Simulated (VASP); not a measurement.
## Au: relaxation of cell and atoms with PBE+D3(BJ)

Au:

```
Au
1.0
     0.00000    2.03500    2.03500
     2.03500    0.00000    2.03500
     2.03500    2.03500    0.00000
Au
1
Direct
  0.00000 0.00000 0.00000
```

```json
{
  "Program": "VASP 6.6.1",
  "Task": "relaxation of cell and atoms",
  "Functional": "PBE",
  "Dispersion": "D3(BJ)",
  "Potentials or basis": "VASP PAW PBE potentials, release 64 (Au)",
  "Cutoff": "500 eV",
  "k mesh": "13 × 13 × 13",
  "Occupations": "methfessel-paxton, width 0.15 eV",
  "Spin": "no spin polarisation",
  "Dipole correction": "no",
  "Further INCAR settings": "ALGO = Normal; EDIFF = 1e-07; IBRION = 2; EDIFFG = -0.03; NSW = 80; ISIF = 3"
}
```

```json
{
  "Relaxed volume": "17.20 Å³/atom",
  "Relaxed cell": "a = 2.897 Å, b = 2.897 Å, c = 2.897 Å, α = 60.00°, β = 60.00°, γ = 60.00°",
  "Space group after relaxing (to 0.1 Å)": "Fm-3m (No. 225)",
  "Energy gained by relaxing": "3.7 meV/atom",
  "Ionic steps": "3",
  "Pressure after relaxing": "0.0 GPa",
  "Band gap on the k mesh": "zero (an odd number of electrons rules out a gap without spin polarisation)",
  "Dispersion energy per atom": "-0.659 eV"
}
```

Step by step:
| step | energy change (eV) | largest force (eV/Å) | pressure (GPa) | volume (Å³) |
| --- | --- | --- | --- | --- |
| 1 | 0.0000 | 0.0000 | 3.52 | 16.85 |
| 2 | 0.0056 | 0.0000 | -4.92 | 17.77 |
| 3 | -0.0037 | 0.0000 | -0.02 | 17.20 |

Final structure:
```cif
data_structure
_symmetry_space_group_name_H-M 'P 1'
_symmetry_Int_Tables_number 1
_cell_length_a 2.8974
_cell_length_b 2.8974
_cell_length_c 2.8974
_cell_angle_alpha 60.000
_cell_angle_beta 60.000
_cell_angle_gamma 60.000
_cell_volume 17.20
loop_
_atom_site_label
_atom_site_type_symbol
_atom_site_fract_x
_atom_site_fract_y
_atom_site_fract_z
_atom_site_occupancy
Au1 Au 0.00000 0.00000 0.00000 1
```

Levels at points of the mesh, in eV from the Fermi level:
| k point | band 3 | band 4 | band 5 | band 6 | band 7 | band 8 | band 9 |
| --- | --- | --- | --- | --- | --- | --- | --- |
| (0.00, 0.00, 0.00) | -4.73 | -4.73 | -3.25 | -3.25 | 14.45 | 18.40 | 18.40 |

It took 24 s on 1 thread of AMD EPYC 7R13 Processor (Zen 3) (shared host), peak memory 0.13 GiB.

Caveat: spin-orbit coupling is left out, which moves the levels of the heavy elements. Zero-point motion and thermal expansion aren't in these numbers.
